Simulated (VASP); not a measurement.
Set up this calculation in VASP 6.6.1, as the native input.

| Property | Result |
| --- | --- |
| Task | single point |
| Functional | PBEsol |
| Potentials or basis | VASP PAW PBE potentials, release 64 (Hg, Te) |
| Cutoff | 520 eV |
| k mesh | 8 × 8 × 11 |
| Occupations | gaussian, width 0.1 eV |
| Spin | no spin polarisation |
| Dipole correction | no |
| Further INCAR settings | ALGO = Normal; EDIFF = 1e-06; NBANDS = 16; ISYM = 0 |

The structure of HgTe lies in POSCAR:

```
HgTe
1.0
    4.6045185716      0.0000000000      0.0000000000
    0.0000000000      4.6045185716      0.0000000000
    2.3022592858      2.3022592858      3.2558863061
Hg Te
1 1
Direct
    0.0000000000      0.0000000000      0.0000000000
    0.2500000000      0.7500000000      0.5000000000
```

These files were run (other wordings do the same):

INCAR

```
SYSTEM = HgTe
ALGO = Normal ; EDIFF = 1E-6
ENCUT = 520 ; GGA = PS
ISIF = 2 ; ISMEAR = 0
ISYM = 0 ; LASPH = .True.
LCHARG = .False. ; LREAL = .False.
LWAVE = .False. ; NBANDS = 16
NELM = 100 ; PREC = Accurate
SIGMA = 0.1
```

KPOINTS

```
k-points
0
Gamma
  8 8 11
  0 0 0
```

Potentials or basis: VASP PAW PBE potentials, release 64 (Hg, Te).

Command:

```console
$ cat potpaw_PBE.64/Hg/POTCAR potpaw_PBE.64/Te/POTCAR > POTCAR
$ mpirun -np 1 vasp_std > vasp.out
```

Results of the run:

The pressure is 0.1 GPa and the band gap on the k mesh is zero (filled and empty bands touch).

Caveat: semilocal functionals underestimate gaps, so a narrow gap can read as zero; the PAW data sets were made with another functional, which shifts forces and pressure a little; spin-orbit coupling is left out, which moves the levels of the heavy elements.

Run time: 2.1 min on 1 thread of Intel(R) Xeon(R) 6975P-C (Granite Rapids), on a shared host, peak memory 0.53 GiB.
